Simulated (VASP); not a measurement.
SiP5:

```
Si P
1.0
     5.26851    0.00000    0.00000
     0.00000    5.26851    0.00000
     0.00000    0.00000    4.72379
Si P
1 5
Direct
  0.00000 0.00000 0.50000
  0.74449 0.00000 0.00000
  0.25551 0.00000 0.00000
  0.00000 0.25551 0.00000
  0.00000 0.74449 0.00000
  0.50000 0.50000 0.50000
```

* Program: VASP 6.6.1
* Task: relaxation of cell and atoms
* Functional: PBE
* Potentials or basis: VASP PAW PBE potentials, release 64 (Si, P)
* Cutoff: 600 eV
* k mesh: 3 × 3 × 4
* Occupations: gaussian, width 0.2 eV
* Spin: no spin polarisation

At the start: pressure 18.7 GPa; volume 21.85 Å³/atom.

Question: How do energy, volume and symmetry change on relaxing?

Answer: Over 19 steps the energy falls by 731.1 meV/atom and the volume is 18.65 Å³/atom (-14.7 %); space group P4/mmm (No. 123, to 0.05 Å).

Step by step:
| step | energy change (eV) | largest force (eV/Å) | pressure (GPa) | volume (Å³) |
| --- | --- | --- | --- | --- |
| 1 | 0.0000 | 8.0091 | 18.73 | 131.12 |
| 2 | -0.3941 | 0.6385 | -8.46 | 184.00 |
| 3 | -0.6650 | 0.4104 | -9.08 | 177.59 |
| 4 | -1.0146 | 0.0975 | -9.26 | 171.05 |
| 5 | -2.4397 | 1.2223 | -5.78 | 150.43 |
| 6 | -2.5743 | 0.6469 | 0.20 | 140.61 |
| 7 | -2.6482 | 0.6318 | -3.18 | 145.18 |
| 8 | -2.6587 | 0.3974 | -2.50 | 144.12 |
| 9 | -3.1857 | 0.5699 | -3.13 | 139.08 |
| 10 | -3.4025 | 0.5123 | -2.82 | 134.81 |
| 11 | -3.4324 | 0.2186 | -2.68 | 133.09 |
| 12 | -3.5696 | 0.7679 | -3.13 | 129.51 |
| 13 | -4.0909 | 0.9254 | -1.69 | 121.79 |
| 14 | -4.1797 | 0.3049 | -0.97 | 114.72 |
| 15 | -4.1937 | 0.4225 | -1.41 | 116.54 |
| 16 | -4.3397 | 0.0968 | -0.11 | 111.83 |
| 17 | -4.3581 | 0.1008 | 0.81 | 109.85 |
| 18 | -4.3844 | 0.0316 | 0.07 | 111.33 |
| 19 | -4.3866 | 0.0151 | -0.18 | 111.91 |

Final structure:
```cif
data_structure
_symmetry_space_group_name_H-M 'P 1'
_symmetry_Int_Tables_number 1
_cell_length_a 5.6422
_cell_length_b 5.6422
_cell_length_c 3.5153
_cell_angle_alpha 90.000
_cell_angle_beta 90.000
_cell_angle_gamma 90.000
_cell_volume 111.91
loop_
_atom_site_label
_atom_site_type_symbol
_atom_site_fract_x
_atom_site_fract_y
_atom_site_fract_z
_atom_site_occupancy
Si1 Si 0.00000 0.00000 0.50000 1
P1 P 0.70539 0.00000 0.00000 1
P2 P 0.29461 0.00000 0.00000 1
P3 P 0.00000 0.29461 0.00000 1
P4 P 0.00000 0.70539 0.00000 1
P5 P 0.50000 0.50000 0.50000 1
```

Caveat: the k points lie up to 0.45 Å⁻¹ apart in the final cell; the relaxation stopped at a loose force limit of 0.08 eV/Å, so its end isn't a converged minimum.
